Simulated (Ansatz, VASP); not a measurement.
Two plane-wave programs on AgPt3

The input INCAR:

```
ALGO = Normal
EDIFF = 1E-8
ENCUT = 520
ISIF = 2
ISMEAR = -1
LASPH = True
LCHARG = False
LEFG = True
LREAL = False
LWAVE = False
NBANDS = 28
NELM = 100
PREC = Accurate
SIGMA = 0.08
```

KPOINTS

```
k-points
0
Gamma
  9 9 9
```

POSCAR

```
AgPt3
1.0
    3.9129569058      0.0000000000      0.0000000000
    0.0000000000      3.9129569058      0.0000000000
    0.0000000000      0.0000000000      3.9129569058
Ag Pt
1 3
Direct
    0.0000000000      0.0000000000      0.0000000000
    0.0000000000      0.5000000000      0.5000000000
    0.5000000000      0.0000000000      0.5000000000
    0.5000000000      0.5000000000      0.0000000000
```

Input for Ansatz:

```yaml
crystal:
  lattice:
    - [3.9129569058, 0.0, 0.0]
    - [0.0, 3.9129569058, 0.0]
    - [0.0, 0.0, 3.9129569058]
  atoms:
    - { symbol: Ag, position: [0.0, 0.0, 0.0] }
    - { symbol: Pt, position: [0.0, 0.5, 0.5] }
    - { symbol: Pt, position: [0.5, 0.0, 0.5] }
    - { symbol: Pt, position: [0.5, 0.5, 0.0] }
kpoints:
  mp_grid: { grid: [9, 9, 9] }
scf:
  occupations: { method: fermi_dirac, width: 0.08 }
hamiltonian:
  xc: lda
  pseudopotentials: { kind: paw }
output:
  forces: true
  stress: true
  eigenvalues: true
  efg: { contact_densities: true }
```

Change from the starting cell: volume scaled by 1.01, PAW files.

Alike in both runs: task electric field gradients; functional LDA; k mesh 9 × 9 × 9; occupations fermi-dirac, width 0.08 eV; no spin polarisation.

|  | VASP | Ansatz |
| --- | --- | --- |
| version | VASP 6.6.1 | Ansatz 0.2.0 |
| potentials or method | VASP PAW LDA potentials, release 64 (Ag, Pt) | PAW with Ansatz's default frozen-core files, scalar-relativistic |
| plane-wave cutoff (eV) | 520 | 420 |
| valence electrons in the cell | 41 | 73 |

|  | VASP | Ansatz | Ansatz less VASP |
| --- | --- | --- | --- |
| pressure (GPa) | 0.2 | -0.3 | -0.58 |
| size of Vzz on the site where it differs most (V/Å²) | 14.6 | 10.9 | -3.68 |

LDA's correlation is that of Perdew and Zunger in VASP and of Perdew and Wang (1992) in Ansatz. VASP's potentials hold 41 valence electrons a cell and Ansatz's 73, so a difference there can come from the potentials and not from the codes.

Neither program's run includes spin-orbit coupling.
